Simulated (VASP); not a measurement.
# MnO2 (R-3m) in VASP: a series of runs

The runs below take MnO2 through relaxation of cell and atoms, with PBEsol+U.

Everything below comes from runs of VASP 6.6.1. Logs are shortened: lines on timing, memory, paths and dates and some standing lists are left out, and cuts for length are marked.

### Step 1. The cell of the first run

It takes space group R-3m (No. 166, trigonal). The conventional cell has a = 2.857 Å, b = 2.857 Å, c = 13.752 Å, α = 90.00°, β = 90.00°, γ = 120.00°. Within 2.5 Å of Mn (site symmetry -3m) lie 6 O at 1.90 Å. O (site symmetry 3m) has 3 Mn at 1.90 Å and 3 O at 2.51 Å within 2.6 Å.

### Step 2. Relaxation of cell and atoms, PBEsol+U, collinear spin, ferromagnetic start

INCAR

```
PREC = Accurate
ENCUT = 600
EDIFF = 1E-6
ISMEAR = -1
SIGMA = 0.05
LREAL = F
LASPH = T
NELM = 150
ALGO = Normal
ISIF = 3
LWAVE = F
LCHARG = F
ISPIN = 2
MAGMOM = 4 0 0
LORBIT = 11
LMAXMIX = 4
LDAU = T
LDAUTYPE = 2
LDAUL = 2 -1
LDAUU = 2 0
LDAUJ = 0 0
LDAUPRINT = 1
GGA = PS
IBRION = 2
NSW = 60
EDIFFG = -0.01
```

KPOINTS

```
Automatic mesh
0
Gamma
  11 11 11
```

POSCAR

```
MnO2
1.0
    1.4284348394      0.8247072390      4.5839315268
   -1.4284348394      0.8247072390      4.5839315268
    0.0000000000     -1.6494144781      4.5839315268
Mn O
1 2
Direct
    0.0000000000      0.0000000000      0.0000000000
    0.7356355100      0.7356355100      0.7356355100
    0.2643644900      0.2643644900      0.2643644900
```

Potentials or basis: VASP PAW PBE potentials, release 64 (Mn_pv, O).

Run with:

```sh
cat potpaw_PBE.64/Mn_pv/POTCAR potpaw_PBE.64/O/POTCAR > POTCAR
mpirun -np 1 vasp_std > vasp.out
```

OUTCAR:

```text
PREC = Accurate
   ENCUT = 600
   EDIFF = 1E-6
   ISMEAR = -1
   LREAL = F
   LASPH = T
   NELM = 150
   ISIF = 3
   ISPIN = 2
   LORBIT = 11
   GGA = PS
   IBRION = 2
   NSW = 60
   EDIFFG = -0.01

 ion  position               nearest neighbor table
   1  0.000  0.000  0.000-   2 1.90   3 1.90   2 1.90   2 1.90   3 1.90   3 1.90
   2  0.736  0.736  0.736-   1 1.90   1 1.90   1 1.90
   3  0.264  0.264  0.264-   1 1.90   1 1.90   1 1.90

  LATTYP: Found a trigonal (rhomboedric) cell.
 ALAT       =     4.8716523237
 COS(alpha) =     0.8280515398

  Lattice vectors:

 A1 = (   1.4284348394,   0.8247072390,   4.5839315268)
 A2 = (  -1.4284348394,   0.8247072390,   4.5839315268)
 A3 = (   0.0000000000,  -1.6494144781,   4.5839315268)

Analysis of symmetry for initial positions (statically):
=====================================================================
 Subroutine PRICEL returns:
 Original cell was already a primitive cell.

 Routine SETGRP: Setting up the symmetry group for a
 trigonal (rhombohedral) supercell.

 Subroutine GETGRP returns: Found 12 space group operations
 (whereof 12 operations were pure point group operations)
 out of a pool of 12 trial point group operations.

The static configuration has the point symmetry D_3d.

Analysis of symmetry for dynamics (positions and initial velocities):
=====================================================================
 Subroutine PRICEL returns:
 Original cell was already a primitive cell.

 Routine SETGRP: Setting up the symmetry group for a
 trigonal (rhombohedral) supercell.

 Subroutine GETGRP returns: Found 12 space group operations
 (whereof 12 operations were pure point group operations)
 out of a pool of 12 trial point group operations.

The dynamic configuration has the point symmetry D_3d.

Analysis of structural, dynamic, and magnetic symmetry:
=====================================================================
 Subroutine PRICEL returns:
 Original cell was already a primitive cell.

 Routine SETGRP: Setting up the symmetry group for a
 trigonal (rhombohedral) supercell.

 Subroutine GETGRP returns: Found 12 space group operations
 (whereof 12 operations were pure point group operations)
 out of a pool of 12 trial point group operations.

The overall configuration has the point symmetry D_3d.

 Subroutine INISYM returns: Found 12 space group operations
 (whereof 12 operations are pure point group operations),
 and found     1 'primitive' translations

----------------------------------------------------------------------------------------

                                     Primitive cell

  volume of cell :      32.4003

  direct lattice vectors                    reciprocal lattice vectors
     1.428434839  0.824707239  4.583931527     0.350033468  0.202091917  0.072717782
    -1.428434839  0.824707239  4.583931527    -0.350033468  0.202091917  0.072717782
     0.000000000 -1.649414478  4.583931527     0.000000000 -0.404183833  0.072717782

  length of vectors
     4.871652324  4.871652324  4.871652324     0.410673163  0.410673163  0.410673163

  position of ions in fractional coordinates (direct lattice)
     0.000000000  0.000000000  0.000000000
     0.735635510  0.735635510  0.735635510
     0.264364490  0.264364490  0.264364490

  ion indices of the primitive-cell ions
   primitive index   ion index
                 1           1
                 2           2
                 3           3

----------------------------------------------------------------------------------------

 KPOINTS: Automatic mesh

Automatic generation of k-mesh.
 Grid dimensions read from file:
[... 80 lines left out ...]
   ISMEAR =    -1;   SIGMA  =   0.05  broadening in eV -4-tet -1-fermi 0-gaus
   EFERMI_NEDOS =   21; number of points for ismear=-14 and -15
   IALGO  =     38    algorithm
   IMIX   =      4    mixing-type and parameters
     AMIX     =   0.40;   BMIX     =  1.00
     AMIX_MAG =   1.60;   BMIX_MAG =  1.00
  volume/ion in A,a.u.               =      10.80        72.88
  Fermi-wavevector in a.u.,A,eV,Ry     =   1.501545  2.837508 30.676196  2.254637
  Thomas-Fermi vector in A             =   2.612902
   LORBIT       =     11    0 simple, 1 ext, 2 COOP (PROOUT), +10 PAW based schemes
 LDA+U is selected, type is set to LDAUTYPE =  2
   angular momentum for each species LDAUL =     2   -1
   U (eV)           for each species LDAUU =   2.0  0.0
   J (eV)           for each species LDAUJ =   0.0  0.0
   GGA     = PS    functional components
   LHFCALC =     F    Hartree Fock is set to
   AEXX    =    0.0000 exact exchange contribution
   IVDW    =     0    specifies the selected vdW correction
   LEPSILON=     F    determine dielectric tensor
   LRPA    =     F    only Hartree local field effects (RPA)
 conjugate gradient relaxation of ions
 spin polarized calculation
  energy-cutoff  :      600.00
  volume of cell :       32.40
 maximum number of plane-waves:      1091
   NGX = 19   NGY = 19   NGZ = 19

--------------------------------------- Ionic step        1  -------------------------------------------

 number of electron      24.9999997 magnetization       3.0000398

 Free energy of the ion-electron system (eV)
  ---------------------------------------------------
  ext. energy  EPLUGINS =         0.00000000
  ---------------------------------------------------
  free energy    TOTEN  =       -23.66215005 eV

  energy without entropy =      -23.66215004  energy(sigma->0) =      -23.66215005

------------------------ aborting loop because EDIFF is reached ----------------------------------------

  FORCE on cell =-STRESS in cart. coord.  units (eV):
  Direction    XX          YY          ZZ          XY          YZ          ZX
  --------------------------------------------------------------------------------------
  -------------------------------------------------------------------------------------
  Total        0.2377360      0.2377360      0.1776961      0.0000000     -0.0000000      0.0000000
  in kB       11.7558998     11.7558998      8.7869631      0.0000000     -0.0000000      0.0000000
  external PRESSURE =      10.7662543 kB  Pullay stress =       0.0000000 kB
[... 92 lines left out ...]
  FREE ENERGIE OF THE ION-ELECTRON SYSTEM (eV)
  ---------------------------------------------------
  free  energy   TOTEN  =       -23.6627246619 eV

  energy  without entropy=      -23.6627246610  energy(sigma->0) =      -23.66272466

[... ionic steps 4 to 18 ...]

--------------------------------------- Ionic step       19  -------------------------------------------

 number of electron      25.0000009 magnetization       3.0000003

------------------------ aborting loop because EDIFF is reached ----------------------------------------
[... 63 lines left out ...]
  FREE ENERGIE OF THE ION-ELECTRON SYSTEM (eV)
  ---------------------------------------------------
  free  energy   TOTEN  =       -23.6645158054 eV

  energy  without entropy=      -23.6645158048  energy(sigma->0) =      -23.66451581

atom =   1  type =  1  l = 2

 onsite density matrix

spin component  1

  0.7807 -0.0000  0.0000 -0.2101  0.0000
 -0.0000  0.7071 -0.0000  0.0000 -0.2101
  0.0000 -0.0000  0.9563  0.0000 -0.0000
 -0.2101  0.0000  0.0000  0.7071  0.0000
  0.0000 -0.2101 -0.0000  0.0000  0.7807

spin component  2

  0.2154 -0.0000 -0.0000  0.1203 -0.0000
 -0.0000  0.2361 -0.0000  0.0000  0.1203
 -0.0000 -0.0000  0.1007  0.0000 -0.0000
  0.1203  0.0000  0.0000  0.2361  0.0000
 -0.0000  0.1203 -0.0000  0.0000  0.2154

 occupancies and eigenvectors

  o =  0.1007  v =  0.0000  0.0000  0.0000  0.0000  0.0000  0.0000  0.0000 -1.0000 -0.0000 -0.0000      0.0000  0.0000  0.0000  0.0000  0.0000  0.0000  0.0000  0.0000  0.0000  0.0000
  o =  0.1051  v =  0.0000  0.0000  0.0000  0.0000  0.0000  0.0000 -0.6762 -0.0000 -0.0000  0.7367      0.0000  0.0000  0.0000  0.0000  0.0000  0.0000  0.0000  0.0000  0.0000  0.0000
  o =  0.1051  v =  0.0000  0.0000  0.0000  0.0000  0.0000 -0.7367  0.0000 -0.0000  0.6762 -0.0000      0.0000  0.0000  0.0000  0.0000  0.0000  0.0000  0.0000  0.0000  0.0000  0.0000
  o =  0.3465  v =  0.0000  0.0000  0.0000  0.0000  0.0000  0.0000  0.7367 -0.0000  0.0000  0.6762      0.0000  0.0000  0.0000  0.0000  0.0000  0.0000  0.0000  0.0000  0.0000  0.0000
  o =  0.3465  v =  0.0000  0.0000  0.0000  0.0000  0.0000  0.6762  0.0000 -0.0000  0.7367 -0.0000      0.0000  0.0000  0.0000  0.0000  0.0000  0.0000  0.0000  0.0000  0.0000  0.0000
  o =  0.5306  v =  0.0000  0.7657  0.0000 -0.0000  0.6432  0.0000  0.0000  0.0000  0.0000  0.0000      0.0000  0.0000  0.0000  0.0000  0.0000  0.0000  0.0000  0.0000  0.0000  0.0000
  o =  0.5306  v =  0.6432  0.0000 -0.0000  0.7657 -0.0000  0.0000  0.0000  0.0000  0.0000  0.0000      0.0000  0.0000  0.0000  0.0000  0.0000  0.0000  0.0000  0.0000  0.0000  0.0000
  o =  0.9563  v =  0.0000  0.0000 -1.0000 -0.0000 -0.0000  0.0000  0.0000  0.0000  0.0000  0.0000      0.0000  0.0000  0.0000  0.0000  0.0000  0.0000  0.0000  0.0000  0.0000  0.0000
  o =  0.9572  v =  0.0000  0.6432  0.0000 -0.0000 -0.7657  0.0000  0.0000  0.0000  0.0000  0.0000      0.0000  0.0000  0.0000  0.0000  0.0000  0.0000  0.0000  0.0000  0.0000  0.0000
  o =  0.9572  v = -0.7657  0.0000 -0.0000  0.6432 -0.0000  0.0000  0.0000  0.0000  0.0000  0.0000      0.0000  0.0000  0.0000  0.0000  0.0000  0.0000  0.0000  0.0000  0.0000  0.0000

--------------------------------------- Ionic step       21  -------------------------------------------

 number of electron      25.0000010 magnetization       3.0000003

 Free energy of the ion-electron system (eV)
  ---------------------------------------------------
  ext. energy  EPLUGINS =         0.00000000
  ---------------------------------------------------
  free energy    TOTEN  =       -23.66452203 eV

  energy without entropy =      -23.66452203  energy(sigma->0) =      -23.66452203

 E-fermi :   3.3017     XC(G=0): -10.8072

 val. band max:        2.3586056392   @ k =  -0.4545   0.4545   0.3636
 cond. band min:       4.2138927953   @ k =   0.4545   0.1818   0.1818
 fundamental gap:      1.8552871561
 Fermi energy:         3.3017300651

 spin component 1

 k-point     1 :       0.0000    0.0000    0.0000
  band No.  band energies     occupation
      1     -47.5333      1.00000
      2     -47.5333      1.00000
      3     -47.5249      1.00000
      4     -16.6617      1.00000
      5     -14.2995      1.00000
      6      -3.7764      1.00000
[... 1033 lines left out ...]
  FREE ENERGIE OF THE ION-ELECTRON SYSTEM (eV)
  ---------------------------------------------------
  free  energy   TOTEN  =       -23.6645220322 eV

  energy  without entropy=      -23.6645220316  energy(sigma->0) =      -23.66452203

 reached required accuracy - stopping structural energy minimisation

 total charge

# of ion       s       p       d       tot
------------------------------------------
    1        0.363   6.480   4.902  11.744
    2        1.574   3.406   0.000   4.980
    3        1.574   3.406   0.000   4.980
--------------------------------------------------
tot          3.511  13.291   4.902  21.703

 magnetization (x)

# of ion       s       p       d       tot
------------------------------------------
    1        0.030   0.041   2.926   2.997
    2        0.003  -0.028   0.000  -0.026
    3        0.003  -0.028   0.000  -0.026
--------------------------------------------------
tot          0.036  -0.016   2.926   2.946
```

Run time: 82 min. Hardware: 1 thread of Oxide Virtual Turin-like, shared host; peak memory 0.39 GiB.

Results:

```
Free energy                                           : -23.6645 eV
Relaxed volume                                        : 11.19 Å³/atom
Relaxed cell                                          : a = 5.010 Å, b = 5.010 Å, c = 5.010 Å, α = 33.19°, β = 33.19°, γ = 33.19°
Space group after relaxing (to 0.1 Å)                 : R-3m (No. 166)
Energy gained by relaxing                             : 0.8 meV/atom
Ionic steps                                           : 21
Pressure after relaxing                               : 0.1 GPa
Largest force after relaxing                          : 0.009 eV/Å
Band gap on the k mesh                                : 1.86 eV (least direct gap 2.02 eV)
Net moment                                            : 3.00 μB per cell
Site moments                                          : Mn +3.00; O -0.03 μB
Valence electrons inside the program's atomic spheres : Mn 11.74; O 4.98
```

Forces on the atoms (eV/Å):
```
Mn   0.000  0.000  0.000
O    0.000  0.000  0.009
O    0.000  0.000 -0.009
```

Stress tensor (GPa, compression positive):
```
0.02 0.00 0.00
0.00 0.02 0.00
0.00 0.00 0.14
```

Step by step:
| step | energy change (eV) | largest force (eV/Å) | pressure (GPa) | volume (Å³) |
| --- | --- | --- | --- | --- |
| 1 | 0.0000 | 0.0388 | 1.08 | 32.40 |
| 2 | 0.0003 | 0.1384 | -1.21 | 32.74 |
| 3 | -0.0006 | 0.0427 | 0.08 | 32.55 |
| 4 | -0.0007 | 0.0316 | 0.11 | 32.60 |
| 5 | -0.0009 | 0.0036 | -0.07 | 32.75 |
| 6 | -0.0010 | 0.0087 | 0.08 | 32.77 |
| 7 | -0.0013 | 0.0290 | 0.33 | 32.84 |
| 8 | -0.0015 | 0.0673 | 0.78 | 32.97 |
| 9 | -0.0015 | 0.0636 | 0.86 | 32.99 |
| 10 | -0.0017 | 0.0560 | 0.77 | 33.04 |
| 11 | -0.0019 | 0.0396 | 0.60 | 33.15 |
| 12 | -0.0022 | 0.0067 | 0.30 | 33.37 |
| 13 | -0.0022 | 0.0015 | 0.34 | 33.42 |
| 14 | -0.0023 | 0.0165 | 0.19 | 33.52 |
| 15 | -0.0023 | 0.0154 | 0.32 | 33.51 |
| 16 | -0.0023 | 0.0195 | 0.03 | 33.52 |
| 17 | -0.0023 | 0.0228 | -0.03 | 33.54 |
| 18 | -0.0023 | 0.0293 | -0.11 | 33.57 |
| 19 | -0.0023 | 0.0286 | -0.08 | 33.56 |
| 20 | -0.0024 | 0.0185 | -0.11 | 33.56 |
| 21 | -0.0024 | 0.0089 | 0.06 | 33.56 |

Final structure:
```
CELL_PARAMETERS angstrom
1.43109 0.82624 4.72972
-1.43109 0.82624 4.72972
0.00000 -1.65248 4.72972
ATOMIC_POSITIONS crystal
Mn 0.00000 0.00000 0.00000
O 0.73354 0.73354 0.73354
O 0.26646 0.26646 0.26646
```

Eigenvalues of the final occupation matrices:
```csv
site,spin,trace,eigenvalues
site 1 d,1,3.93,0.53 0.53 0.96 0.96 0.96
site 1 d,2,1.00,0.10 0.11 0.11 0.35 0.35
```

Caveat: the PAW data sets were made with another functional, which shifts forces and pressure a little; a cell with one magnetic atom can't hold antiferromagnetic order, which such compounds often take. The state reached can hang on the start; a lower one may exist.

### Step 3. Relaxation of cell and atoms, PBEsol+U, collinear spin, ferromagnetic start

INCAR

```
SYSTEM = MnO2
PREC = Accurate
ENCUT = 600
EDIFF = 1E-7
ISMEAR = -1
SIGMA = 0.05
LREAL = .FALSE.
LASPH = .TRUE.
NELM = 150
ALGO = Normal
ISIF = 3
LWAVE = .FALSE.
LCHARG = .FALSE.
ISPIN = 2
MAGMOM = 4 0 0
LORBIT = 11
LMAXMIX = 4
LDAU = .TRUE.
LDAUTYPE = 2
LDAUL = 2 -1
LDAUU = 6 0
LDAUJ = 0 0
LDAUPRINT = 1
GGA = PS
IBRION = 2
NSW = 60
EDIFFG = -0.01
```

KPOINTS

```
regular mesh
0
G
  11 11 11
  0 0 0
```

POSCAR is that of step 2.

Potentials or basis: VASP PAW PBE potentials, release 64 (Mn_pv, O).

Run with:

```sh
cat potpaw_PBE.64/Mn_pv/POTCAR potpaw_PBE.64/O/POTCAR > POTCAR
mpirun -np 1 vasp_std > vasp.out
```

Wall time 2 h (1 thread of Oxide Virtual Turin-like, shared host); peak memory 0.37 GiB.

It converged, with:

- Free energy: -21.1529 eV
- Relaxed volume: 11.45 Å³/atom
- Relaxed cell: a = 4.968 Å, b = 4.968 Å, c = 4.968 Å, α = 34.10°, β = 34.10°, γ = 34.10°
- Space group after relaxing (to 0.1 Å): R-3m (No. 166)
- Energy gained by relaxing: 12.6 meV/atom
- Ionic steps: 15
- Pressure after relaxing: 0.0 GPa
- Largest force after relaxing: 0.008 eV/Å
- Band gap on the k mesh: 1.23 eV (least direct gap 1.45 eV)
- Net moment: 3.00 μB per cell
- Site moments: Mn +3.46; O -0.22 μB
- Valence electrons inside the program's atomic spheres: Mn 11.63; O 4.97

Forces in eV/Å, atoms in the order of the input:
```
Mn   0.000  0.000  0.000
O    0.000  0.000 -0.008
O    0.000  0.000  0.008
```

Stress tensor (GPa, compression positive):
```
 0.07  0.00  0.00
 0.00  0.07  0.00
 0.00  0.00 -0.03
```

Step by step:
| step | energy change (eV) | largest force (eV/Å) | pressure (GPa) | volume (Å³) |
| --- | --- | --- | --- | --- |
| 1 | 0.0000 | 0.3953 | 7.69 | 32.40 |
| 2 | -0.0015 | 0.6664 | -5.99 | 34.89 |
| 3 | -0.0338 | 0.1801 | 0.08 | 33.61 |
| 4 | -0.0369 | 0.0697 | 0.03 | 33.72 |
| 5 | -0.0373 | 0.0117 | 0.01 | 33.79 |
| 6 | -0.0373 | 0.0062 | 0.10 | 33.79 |
| 7 | -0.0374 | 0.0108 | 0.27 | 33.80 |
| 8 | -0.0374 | 0.0104 | 0.28 | 33.81 |
| 9 | -0.0374 | 0.0098 | 0.28 | 33.82 |
| 10 | -0.0374 | 0.0084 | 0.27 | 33.85 |
| 11 | -0.0375 | 0.0056 | 0.21 | 33.90 |
| 12 | -0.0376 | 0.0004 | 0.17 | 34.01 |
| 13 | -0.0377 | 0.0118 | 0.07 | 34.23 |
| 14 | -0.0378 | 0.0162 | 0.04 | 34.31 |
| 15 | -0.0378 | 0.0082 | 0.04 | 34.35 |

Final structure:
```cif
data_structure
_symmetry_space_group_name_H-M 'P 1'
_symmetry_Int_Tables_number 1
_cell_length_a 4.9680
_cell_length_b 4.9680
_cell_length_c 4.9680
_cell_angle_alpha 34.096
_cell_angle_beta 34.096
_cell_angle_gamma 34.096
_cell_volume 34.35
loop_
_atom_site_label
_atom_site_type_symbol
_atom_site_fract_x
_atom_site_fract_y
_atom_site_fract_z
_atom_site_occupancy
Mn1 Mn 0.00000 0.00000 0.00000 1
O1 O 0.73439 0.73439 0.73439 1
O2 O 0.26561 0.26561 0.26561 1
```

Levels at points of the mesh, in eV from the valence-band top:
Spin up:
| k point | band 12 | band 13 | band 14 | band 15 | band 16 | band 17 |
| --- | --- | --- | --- | --- | --- | --- |
| (0.00, 0.00, 0.00) | -0.59 | -0.59 | -0.26 | 2.74 | 2.74 | 7.19 |
Spin down:
```csv
k point,band 9,band 10,band 11,band 12,band 13,band 14
"(0.00, 0.00, 0.00)",-0.97,-0.97,-0.63,3.74,3.74,5.01
```

Eigenvalues of the final occupation matrices:
```
    site  spin  trace               eigenvalues
site 1 d     1   4.12  0.61 0.61 0.97 0.97 0.97
site 1 d     2   0.73  0.06 0.06 0.06 0.27 0.27
```

Caveat: the PAW data sets were made with another functional, which shifts forces and pressure a little; a cell with one magnetic atom can't hold antiferromagnetic order, which such compounds often take. A k mesh can miss the band edges.
